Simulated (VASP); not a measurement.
Write the native input for VASP 6.6.1 that does the following.

```yaml
Task: single point
Functional: PBE
Potentials_or_basis: VASP PAW PBE potentials, release 64 (Re, Pd)
Cutoff: 520 eV
k_mesh: 20 × 20 × 20
Occupations: gaussian, width 0.1 eV
Spin: no spin polarisation
Dipole_correction: no
Further_INCAR_settings: ALGO = Fast; EDIFF = 1e-07; NBANDS = 20
```

The structure of RePd2 lies in POSCAR:

```
RePd2
1.0
   -1.6470650381      1.6470650381      4.1588646086
    1.6470650381     -1.6470650381      4.1588646086
    1.6470650381      1.6470650381     -4.1588646086
Re Pd
1 2
Direct
    0.0000000000      0.0000000000      0.0000000000
    0.6664540409      0.6664540409      0.0000000000
    0.3335459591      0.3335459591      0.0000000000
```

One way to write it, as run:

INCAR

```
  PREC = Accurate
  ENCUT = 520
  EDIFF = 1E-7
  ISMEAR = 0
  SIGMA = 0.1
  LREAL = F
  LASPH = T
  NELM = 60
  ALGO = Fast
  ISIF = 2
  LWAVE = F
  LCHARG = F
  GGA = PE
  NBANDS = 20
```

KPOINTS

```
Automatic mesh
0
Gamma
  20 20 20
```

Potentials or basis: VASP PAW PBE potentials, release 64 (Re, Pd).

The run is started by

```bash
$ cat potpaw_PBE.64/Re/POTCAR potpaw_PBE.64/Pd/POTCAR > POTCAR
$ mpirun -np 1 vasp_std > vasp.out
```

Results of the run:

| Property | Result |
| --- | --- |
| Pressure | -0.6 GPa |
| Largest force | 0.012 eV/Å |
| Band gap on the k mesh | zero (an odd number of electrons rules out a gap without spin polarisation) |

Caveat: spin-orbit coupling is left out, which moves the levels of the heavy elements.

Wall time 18 min on 1 thread of Intel(R) Xeon(R) Platinum 8259CL CPU @ 2.50GHz (Skylake/Cascade Lake), on a shared host, peak memory 0.69 GiB.
